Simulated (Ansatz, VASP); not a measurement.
**One calculation of SnTe, two programs**

The input INCAR:

```
SYSTEM = SnTe
  ALGO = Normal
  EDIFF = 1E-6
  ENCUT = 500
  GGA = PE
  GGA_COMPAT = .False.
  ISIF = 2
  ISMEAR = 0
  IVDW = 12
  LASPH = .True.
  LCHARG = .True.
  LELF = .True.
  LREAL = .False.
  LVHAR = .True.
  LWAVE = .False.
  NBANDS = 17
  NELM = 120
  PREC = Accurate
  SIGMA = 0.1
```

Contents of KPOINTS:

```
k-points
0
Gamma
  6 6 6
  0 0 0
```

File POSCAR:

```
SnTe
1.0
    0.0000000000      3.1500000000      3.1500000000
    3.1500000000      0.0000000000      3.1500000000
    3.1500000000      3.1500000000      0.0000000000
Sn Te
1 1
Direct
    0.0000000000      0.0000000000      0.0000000000
    0.5000000000      0.5000000000      0.5000000000
```

Input for Ansatz:

```yaml
crystal:
  lattice:
    - [0.0, 3.15, 3.15]
    - [3.15, 0.0, 3.15]
    - [3.15, 3.15, 0.0]
  atoms:
    - { symbol: Sn, position: [0.0, 0.0, 0.0] }
    - { symbol: Te, position: [0.5, 0.5, 0.5] }
basis:
  ecutwfc: 420
kpoints:
  mp_grid: { grid: [6, 6, 6] }
hamiltonian:
  xc: pbe
  dispersion: d3bj
  pseudopotentials: { kind: paw, azcp: { folder: soft_1 } }
scf:
  occupations: { method: gaussian, width: 0.1 }
output:
  forces: true
  stress: true
  eigenvalues: true
```

Alike in both runs: task single point; functional PBE; dispersion D3(BJ); k mesh 6 × 6 × 6; occupations gaussian, width 0.1 eV; no spin polarisation.

```csv
,VASP,Ansatz
version,VASP 6.6.1,Ansatz 0.2.0
potentials or method,"VASP PAW PBE potentials, release 64 (Sn_d, Te), cutoff 500 eV","scalar-relativistic, plane waves, PAW"
valence electrons in the cell,20,30
```

|  | VASP | Ansatz | Ansatz less VASP |
| --- | --- | --- | --- |
| gap on the k mesh at the Fermi level (eV) | 0.10 | 0.10 | 0.000 |
| least direct gap on the mesh (eV) | 0.10 | 0.10 | 0.000 |
| pressure (GPa) | 0.1 | 0.2 | +0.05 |

VASP's potentials hold 20 valence electrons a cell and Ansatz's 30, so a difference there can come from the potentials and not from the codes.

Spin-orbit coupling is off throughout.
